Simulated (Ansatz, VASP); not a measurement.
Two plane-wave programs on Pt

Contents of INCAR:

```
SYSTEM = Pt
ALGO = Fast
EDIFF = 1E-6
ENCUT = 520
GGA = PE
ISIF = 2
ISMEAR = 0
LASPH = .True.
LCHARG = .False.
LREAL = .False.
LWAVE = .False.
NBANDS = 11
NELM = 60
PREC = Accurate
SIGMA = 0.15
```

Contents of KPOINTS:

```
k-points
0
Gamma
  22 22 22
  0 0 0
```

POSCAR

```
Pt
1.0
   -1.5842200000      1.5842200000      1.5208512000
    1.5842200000     -1.5842200000      1.5208512000
    1.5842200000      1.5842200000     -1.5208512000
Pt
1
Direct
    0.0000000000      0.0000000000      0.0000000000
```

Input for Ansatz:

```yaml
crystal:
  lattice:
    - [-1.58422, 1.58422, 1.5208512]
    - [1.58422, -1.58422, 1.5208512]
    - [1.58422, 1.58422, -1.5208512]
  atoms:
    - { symbol: Pt, position: [0.0, 0.0, 0.0] }
basis:
  ecutwfc: 420
kpoints:
  mp_grid: { grid: [22, 22, 22] }
hamiltonian:
  xc: pbe
scf:
  occupations: { method: gaussian, width: 0.15 }
output:
  forces: true
  stress: true
  eigenvalues: true
```

Change from the starting cell: strain +0.000 along x and y, -0.040 along z, atoms carried along.

Alike in both runs: task single point; functional PBE; k mesh 22 × 22 × 22; occupations gaussian, width 0.15 eV; no spin polarisation.

```csv
,VASP,Ansatz
version,VASP 6.6.1,Ansatz 0.2.0
potentials or method,"VASP PAW PBE potentials, release 64 (Pt), cutoff 520 eV","scalar-relativistic, plane waves, PAW"
valence electrons in the cell,10,18
```

```tsv
	VASP	Ansatz	Ansatz less VASP
gap on the k mesh at the Fermi level (eV)	none	none	-
pressure (GPa)	9.0	9.5	+0.52
traceless stress, the component that is largest in VASP (GPa)	-2.89	-2.90	-0.011
```

A gap of «none» marks a metal or a gap that the smearing closes. With one functional, cell and mesh, what is left measures potentials, basis and numerics. VASP's potentials hold 10 valence electrons a cell and Ansatz's 18, so a difference there can come from the potentials and not from the codes.

Neither program's run includes spin-orbit coupling.
